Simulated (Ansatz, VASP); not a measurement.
# One calculation of BeS, two programs

```
Be S
1.0
     0.00000    2.42000    2.42000
     2.42000    0.00000    2.42000
     2.42000    2.42000    0.00000
Be S
1 1
Direct
  0.00000 0.00000 0.00000
  0.25000 0.25000 0.25000
```

Alike in both runs: task single point; functional PBE; k mesh 6 × 6 × 6; occupations gaussian, width 0.1 eV; no spin polarisation.

|  | VASP | Ansatz |
| --- | --- | --- |
| version | VASP 6.6.1 | Ansatz 0.2.0 |
| potentials or method | VASP PAW PBE potentials, release 64 (Be, S), cutoff 600 eV | scalar-relativistic, plane waves, PAW |
| valence electrons in the cell | 8 | 8 |

```tsv
	VASP	Ansatz	Ansatz less VASP
gap on the k mesh at the Fermi level (eV)	3.10	3.10	0.000
least direct gap on the mesh (eV)	5.67	5.65	-0.016
pressure (GPa)	2.2	2.2	-0.06
```
